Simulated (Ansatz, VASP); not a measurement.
## Two plane-wave programs on Si2C

```xyz
6
Lattice="-1.9240 2.8828 4.4990 1.9240 -2.8828 4.4990 1.9240 2.8828 -4.4990" Properties=species:S:1:pos:R:3 pbc="T T T"
Si    0.0000    1.7072    2.8958
Si    0.0000    1.7072    6.1022
Si    1.9240    1.1756    1.6032
Si    1.9240    1.1756   -1.6032
C     1.9240    2.1949    0.0000
C     0.0000    0.6879    4.4990
```

Alike in both runs: functional PBE; k mesh 12 × 12 × 12; occupations gaussian, width 0.01 eV; no spin polarisation.

Ansatz relaxed the structure, and its values are those at the end. VASP's run is a single point on that final structure, the one shown.

|  | VASP | Ansatz |
| --- | --- | --- |
| version | VASP 6.6.1 | Ansatz 0.2.0 |
| potentials or method | VASP PAW PBE potentials, release 64 (Si, C), cutoff 520 eV | scalar-relativistic, plane waves, PAW |
| valence electrons in the cell | 24 | 24 |

Ansatz gave:

```
gap on the k mesh at the Fermi level (eV) : 0.06
least direct gap on the mesh (eV)         : 0.47
pressure (GPa)                            : 0.0
rms of the force components (eV/Å)        : 0.001
```

Question: Which values does VASP return?

Answer: gap on the k mesh at the Fermi level (eV): 0.07; least direct gap on the mesh (eV): 0.47; pressure (GPa): 0.0; rms of the force components (eV/Å): 0.019.

With one functional, cell and mesh, what is left measures potentials, basis and numerics.
